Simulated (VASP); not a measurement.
GaN, 2 atoms in the cell. The structure is cubic, space group F-43m (No. 216). Conventional cell: a = 4.537 Å, b = 4.537 Å, c = 4.537 Å, α = 90.00°, β = 90.00°, γ = 90.00°. Ga (site symmetry -43m) has 4 N at 1.96 Å within 2.6 Å. N (site symmetry -43m) has 4 Ga at 1.96 Å within 2.6 Å. 

| Item | Value |
| --- | --- |
| Program | VASP 6.6.1 |
| Task | single point |
| Functional | PBEsol-based global hybrid with 25 % exact exchange |
| Potentials or basis | VASP PAW PBE potentials, release 64 (Ga_d, N) |
| Cutoff | 520 eV |
| k mesh | 5 × 5 × 5 |
| Occupations | fermi-dirac, width 0.05 eV |
| Spin | no spin polarisation |
| Dipole correction | no |
| Grid for exact exchange (PRECFOCK) | Normal |
| Share of exact exchange | 0.25 |
| Further INCAR settings | ALGO = Normal; EDIFF = 1e-06; NBANDS = 16 |

Potentials or basis: VASP PAW PBE potentials, release 64 (Ga_d, N).

Launch:

```bash
$ cat potpaw_PBE.64/Ga_d/POTCAR potpaw_PBE.64/N/POTCAR > POTCAR
$ cp INCAR.step1 INCAR
$ mpirun -np 1 vasp_std > vasp.out
$ cp INCAR.step2 INCAR
$ mpirun -np 1 vasp_std > vasp.out
```

Hardware: 1 thread of Intel Xeon 8259CL, with other jobs on the host.

Problem. Estimate the wall time of this run.

Solution. Run time: 16 min on 1 thread of Intel Xeon 8259CL, with other jobs on the host, peak memory 0.15 GiB. Counts: k points 10.
